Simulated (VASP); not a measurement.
Write the native input for VASP 6.6.1 that does the following.

```yaml
Task: single point
Functional: r2SCAN
Potentials_or_basis: VASP PAW PBE potentials, release 64 (Ga_d, N)
Cutoff: 520 eV
k_mesh: 12 × 12 × 6
Occupations: gaussian, width 0.01 eV
Spin: no spin polarisation
Dipole_correction: no
Further_INCAR_settings: ALGO = Normal; EDIFF = 1e-06; NBANDS = 26
```

The system is GaN.

```
Ga N
1.0
     3.24681    0.00000    0.00000
    -1.62341    2.81182    0.00000
     0.00000    0.00000    5.28730
Ga N
2 2
Direct
  0.33333 0.66667 0.99903
  0.66667 0.33333 0.49903
  0.33333 0.66667 0.37597
  0.66667 0.33333 0.87597
```

This cell differs from its parent crystal: strain +2.0%.

The input as run:

POSCAR

```
GaN
1.0
    3.2468123637      0.0000000000      0.0000000000
   -1.6234061818      2.8118219883      0.0000000000
    0.0000000000      0.0000000000      5.2872977339
Ga N
2 2
Direct
    0.3333333333      0.6666666667     -0.0009714342
    0.6666666667      0.3333333333      0.4990285658
    0.3333333333      0.6666666667      0.3759714342
    0.6666666667      0.3333333333      0.8759714342
```

INCAR.step1

```
SYSTEM = GaN
ALGO = Normal ; EDIFF = 1E-4
ENCUT = 520 ; GGA = PE
ISMEAR = 0 ; LASPH = .TRUE.
LCHARG = .FALSE. ; LREAL = .FALSE.
LWAVE = .TRUE. ; NBANDS = 26
NELM = 60 ; PREC = Accurate
SIGMA = 0.01
```

INCAR.step2

```
SYSTEM = GaN
ALGO = Normal ; EDIFF = 1E-6
ENCUT = 520 ; ISIF = 2
ISMEAR = 0 ; ISTART = 1
LASPH = .TRUE. ; LCHARG = .FALSE.
LMIXTAU = .TRUE. ; LREAL = .FALSE.
LWAVE = .FALSE. ; METAGGA = R2SCAN
NBANDS = 26 ; NELM = 60
PREC = Accurate ; SIGMA = 0.01
```

KPOINTS

```
k-points
0
G
  12 12 6
  0 0 0
```

Potentials or basis: VASP PAW PBE potentials, release 64 (Ga_d, N).

Command:

```bash
$ cat potpaw_PBE.64/Ga_d/POTCAR potpaw_PBE.64/N/POTCAR > POTCAR
$ cp INCAR.step1 INCAR
$ mpirun -np 1 vasp_std > vasp.out
$ cp INCAR.step2 INCAR
$ mpirun -np 1 vasp_std > vasp.out
```

It gave:

```json
{"Pressure": "-9.4 GPa", "Largest force": "0.004 eV/Å", "Band gap on the k mesh": "1.93 eV"}
```

Caveat: the cell differs from its parent crystal (strain +2.0%); the cell stands under tension; the PAW data sets were made with another functional, which shifts forces and pressure a little.

Wall time 5.4 min on 1 thread of Intel Xeon 8259CL, on a shared host, peak memory 0.23 GiB.
